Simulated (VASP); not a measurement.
# Ru (P6_3/mmc) in VASP: a series of runs, part 2 of 2

VASP 6.6.1. Earlier steps stand in the parts before.

### Step 4. Single point, PBE

File INCAR:

```
SYSTEM = Ru
  PREC = Accurate
  ENCUT = 520
  EDIFF = 1E-6
  ISMEAR = -1
  SIGMA = 0.2
  LREAL = .False.
  LASPH = .True.
  NELM = 60
  ALGO = Normal
  ISIF = 2
  LWAVE = .False.
  LCHARG = .False.
  GGA = PE
  NBANDS = 21
```

File KPOINTS:

```
regular mesh
0
Gamma
  13 13 7
  0 0 0
```

File POSCAR:

```
Ru
1.0
    2.7235595794      0.0000000000      0.0000000000
   -1.3617797897      2.3586717845      0.0000000000
    0.0000000000      0.0000000000      4.2890849607
Ru
2
Direct
    0.3333333333      0.6666666667      0.2500000000
    0.6666666667      0.3333333333      0.7500000000
```

Potentials or basis: VASP PAW PBE potentials, release 64 (Ru_pv).

Launch:

```bash
> cat potpaw_PBE.64/Ru_pv/POTCAR > POTCAR
> mpirun -np 1 vasp_std > vasp.out
```

OUTCAR:

```text
SYSTEM = Ru
   PREC = Accurate
   ENCUT = 520
   EDIFF = 1E-6
   ISMEAR = -1
   LREAL = .False.
   LASPH = .True.
   NELM = 60
   ISIF = 2
   GGA = PE

 ion  position               nearest neighbor table
   1  0.333  0.667  0.250-   2 2.66   2 2.66   2 2.66   2 2.66   2 2.66   2 2.66
   2  0.667  0.333  0.750-   1 2.66   1 2.66   1 2.66   1 2.66   1 2.66   1 2.66

  LATTYP: Found a hexagonal cell.
 ALAT       =     2.7235595794
 C/A-ratio  =     1.5748085679

  Lattice vectors:

 A1 = (   2.7235595794,   0.0000000000,   0.0000000000)
 A2 = (  -1.3617797897,   2.3586717845,   0.0000000000)
 A3 = (   0.0000000000,   0.0000000000,   4.2890849607)

Analysis of symmetry for initial positions (statically):
=====================================================================
 Subroutine PRICEL returns:
 Original cell was already a primitive cell.

 Routine SETGRP: Setting up the symmetry group for a
 hexagonal supercell.

 Subroutine GETGRP returns: Found 24 space group operations
 (whereof 12 operations were pure point group operations)
 out of a pool of 24 trial point group operations.

The static configuration has the point symmetry D_3d.
 The point group associated with its full space group is D_6h.

Analysis of symmetry for dynamics (positions and initial velocities):
=====================================================================
 Subroutine PRICEL returns:
 Original cell was already a primitive cell.

 Routine SETGRP: Setting up the symmetry group for a
 hexagonal supercell.

 Subroutine GETGRP returns: Found 24 space group operations
 (whereof 12 operations were pure point group operations)
 out of a pool of 24 trial point group operations.

[... 105 lines left out ...]
   IBRION =     -1    ionic relax: 0-MD 1-quasi-New 2-CG
   NFREE  =      0    steps in history (QN), initial steepest desc. (CG)
   ISIF   =      2    stress and relaxation
   ISYM   =      2    0-nonsym 1-usesym 2-fastsym
   POTIM  = 0.5000    time-step for ionic-motion
   TEBEG  =    0.0;   TEEND  =   0.0 temperature during run
   PSTRESS=    0.0 pullay stress
   NELECT =      28.0000    total number of electrons
   NUPDOWN=      -1.0000    fix difference up-down
   EMIN   =  10.00;   EMAX   =-10.00  energy-range for DOS
   EFERMI =   0.00;   METHOD = LEGACY
   ISMEAR =    -1;   SIGMA  =   0.20  broadening in eV -4-tet -1-fermi 0-gaus
   EFERMI_NEDOS =   21; number of points for ismear=-14 and -15
   IALGO  =     38    algorithm
   IMIX   =      4    mixing-type and parameters
     AMIX     =   0.40;   BMIX     =  1.00
     AMIX_MAG =   1.60;   BMIX_MAG =  1.00
  volume/ion in A,a.u.               =      13.78        92.97
  Fermi-wavevector in a.u.,A,eV,Ry     =   1.645904  3.110308 36.858181  2.709000
  Thomas-Fermi vector in A             =   2.735622
   LORBIT       =      0    0 simple, 1 ext, 2 COOP (PROOUT), +10 PAW based schemes
   GGA     = PE    functional components
   LHFCALC =     F    Hartree Fock is set to
   AEXX    =    0.0000 exact exchange contribution
   IVDW    =     0    specifies the selected vdW correction
   LEPSILON=     F    determine dielectric tensor
   LRPA    =     F    only Hartree local field effects (RPA)
 non-spin polarized calculation
  energy-cutoff  :      520.00
  volume of cell :       27.55
 maximum number of plane-waves:       756
   NGX = 11   NGY = 11   NGZ = 15

 number of electron      28.0000012 magnetization

 Free energy of the ion-electron system (eV)
  ---------------------------------------------------
  ext. energy  EPLUGINS =         0.00000000
  ---------------------------------------------------
  free energy    TOTEN  =       -18.57959687 eV

  energy without entropy =      -18.33885674  energy(sigma->0) =      -18.45922681

 E-fermi :  12.5978     XC(G=0): -14.0279

 val. band max:       12.5246686348   @ k =   0.3077   0.2308   0.2857
 cond. band min:      12.6013519078   @ k =   0.3846   0.0769   0.4286
 fundamental gap:      0.0766832730
 Fermi energy:        12.5978370161

 k-point     1 :       0.0000    0.0000    0.0000
  band No.  band energies     occupation
      1     -31.0155      2.00000
      2     -30.1245      2.00000
      3     -30.1245      2.00000
      4     -29.9576      2.00000
      5     -29.9576      2.00000
      6     -29.9140      2.00000
[... 565 lines left out ...]
     20      23.0326      0.00000
     21      23.7539      0.00000

 [... further k-points ...]
[... 5 lines left out ...]
  --------------------------------------------------------------------------------------
  -------------------------------------------------------------------------------------
  Total        0.0723092      0.0723092      0.2610836      0.0000000      0.0000000      0.0000000
  in kB        4.2047002      4.2047002     15.1817264      0.0000000      0.0000000      0.0000000
  external PRESSURE =       7.8637089 kB  Pullay stress =       0.0000000 kB

 VOLUME and BASIS-vectors are now :
 -----------------------------------------------------------------------------
  energy-cutoff  :      520.00
  volume of cell :       27.55
      direct lattice vectors                 reciprocal lattice vectors
     2.723559579  0.000000000  0.000000000     0.367166559  0.211983712  0.000000000
    -1.361779790  2.358671784  0.000000000     0.000000000  0.423967424  0.000000000
     0.000000000  0.000000000  4.289084961     0.000000000  0.000000000  0.233149963

 POSITION                                       TOTAL-FORCE (eV/Angst)
 -----------------------------------------------------------------------------------
     -0.00000      1.57245      1.07227         0.000000     -0.000000      0.000000
      1.36178      0.78622      3.21681        -0.000000      0.000000      0.000000
 -----------------------------------------------------------------------------------
    total drift:                               -0.000000      0.000000     -0.000000

  FREE ENERGIE OF THE ION-ELECTRON SYSTEM (eV)
  ---------------------------------------------------
  free  energy   TOTEN  =       -18.5795968696 eV

  energy  without entropy=      -18.3388567416  energy(sigma->0) =      -18.45922681
```

Wall time 68 s (1 thread of Intel Xeon 8259CL, shared host); peak memory 0.16 GiB.

Results:

```yaml
Free_energy: -18.5796 eV
Pressure: 0.8 GPa
Band_gap_on_the_k_mesh: zero (band 14 reaches 14.00 eV, above the bottom of band 15 at 11.06 eV)
```

### Step 5. Single point, PBE

File INCAR:

```
ALGO = Normal
EDIFF = 1E-6
ENCUT = 520
GGA = PE
ISIF = 2
ISMEAR = -1
LASPH = T
LCHARG = F
LREAL = F
LWAVE = F
NBANDS = 21
NELM = 100
PREC = Accurate
SIGMA = 0.3
```

File KPOINTS:

```
k-points
0
Gamma
  13 13 7
```

POSCAR is that of step 4.

Launch:

```bash
> cat potpaw_PBE.64/Ru_pv/POTCAR > POTCAR
> mpirun -np 1 vasp_std > vasp.out
```

It took 59 s on 1 thread of Intel Xeon 8259CL, shared host; peak memory 0.16 GiB.

It converged, with:

```
Free energy            : -18.7347 eV
Pressure               : 2.4 GPa
Band gap on the k mesh : zero (band 14 reaches 14.01 eV, above the bottom of band 15 at 11.07 eV)
```

Stress tensor (GPa, compression positive):
```
1.78 0.00 0.00
0.00 1.78 0.00
0.00 0.00 3.61
```

Levels at points of the mesh, in eV from the Fermi level:
| k point | band 11 | band 12 | band 13 | band 14 | band 15 | band 16 | band 17 | band 18 |
| --- | --- | --- | --- | --- | --- | --- | --- | --- |
| (0.00, 0.00, 0.00) | -2.33 | -1.87 | -1.87 | -1.40 | -1.40 | 1.15 | 1.15 | 1.31 |

### Step 6. Single point, PBE

File INCAR:

```
PREC = Accurate ; ENCUT = 520
EDIFF = 1E-6 ; ISMEAR = -1
SIGMA = 0.1 ; LREAL = F
LASPH = T ; NELM = 80
ALGO = Normal ; ISIF = 2
LWAVE = F ; LCHARG = T
GGA = PE ; LELF = T
LVHAR = T ; NBANDS = 21
```

File KPOINTS:

```
regular mesh
0
Gamma
  13 13 8
```

File POSCAR:

```
Ru
1.0
    2.7235595773      0.0000000000      0.0000000000
   -1.3617797886      2.3586717827      0.0000000000
    0.0000000000      0.0000000000      4.2890849677
Ru
2
Direct
    0.3333333333      0.6666666667      0.2500000000
    0.6666666667      0.3333333333      0.7500000000
```

Potentials or basis: VASP PAW PBE potentials, release 64 (Ru_pv).

Launch:

```bash
> cat potpaw_PBE.64/Ru_pv/POTCAR > POTCAR
> mpirun -np 1 vasp_std > vasp.out
```

Wall time 28 s (1 thread of Intel Xeon Platinum 8488C (Sapphire Rapids), shared host); peak memory 0.17 GiB.

The run converged. Its results:

* Free energy: -18.4944 eV
* Pressure: -0.1 GPa
* Band gap on the k mesh: zero (band 14 reaches 14.06 eV, above the bottom of band 15 at 11.05 eV)

Levels at points of the mesh, in eV from the Fermi level:
```tsv
k point	band 11	band 12	band 13	band 14	band 15	band 16	band 17	band 18
(0.00, 0.00, 0.00)	-2.36	-1.90	-1.90	-1.43	-1.43	1.12	1.12	1.30
(0.00, 0.00, 0.50)	-2.75	-2.75	-2.67	-2.67	0.50	0.50	0.50	0.50
```

### Step 7. Summary

| k mesh | smearing | gap on the mesh (eV) | pressure (GPa) |
| --- | --- | --- | --- |
| 13 × 13 × 7 | fermi-dirac 0.01 eV | none | -0.3 |
| 13 × 13 × 7 | fermi-dirac 0.03 eV | none | -0.3 |
| 13 × 13 × 7 | fermi-dirac 0.2 eV | none | 0.8 |
| 13 × 13 × 7 | fermi-dirac 0.3 eV | none | 2.4 |
| 13 × 13 × 8 | fermi-dirac 0.1 eV | none | -0.1 |

Alike in all rows: task single point; level PBE; potentials or basis VASP PAW PBE potentials, release 64 (Ru_pv); no spin polarisation; cell a = 2.724, b = 2.724, c = 4.289 Å, angles 90.0, 90.0, 120.0°, 2 atoms; cutoff (eV) 520.

Every run on the cell as given and a fine mesh finds a metal.

Absolute energies hang on the potentials; compare differences alone.
